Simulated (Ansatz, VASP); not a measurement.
**Pt: VASP beside Ansatz**

```
Pt
1.0
     2.66707    0.00000    0.00000
    -1.33353    2.30975    0.00000
     0.00000    0.00000    4.60532
Pt
2
Direct
  0.66667 0.33333 0.75000
  0.33333 0.66667 0.25000
```

Alike in both runs: task single point; functional LDA; k mesh 21 × 21 × 10; occupations gaussian, width 0.15 eV; no spin polarisation.

|  | VASP | Ansatz |
| --- | --- | --- |
| version | VASP 6.6.1 | Ansatz 0.2.0 |
| potentials or method | VASP PAW LDA potentials, release 64 (Pt_sv_GW), cutoff 570 eV | scalar-relativistic, plane waves, PAW |
| valence electrons in the cell | 36 | 36 |

|  | VASP | Ansatz | Ansatz less VASP |
| --- | --- | --- | --- |
| gap on the k mesh at the Fermi level (eV) | none | none | - |
| pressure (GPa) | 15.5 | 15.9 | +0.34 |
| traceless stress, the component that is largest in VASP (GPa) | -2.07 | -1.80 | +0.268 |

Ansatz warns that its potentials were made for another functional, while VASP's fit it. LDA's correlation is that of Perdew and Zunger in VASP and of Perdew and Wang (1992) in Ansatz. A gap of «none» marks a metal or a gap that the smearing closes.

Spin-orbit coupling is off throughout.
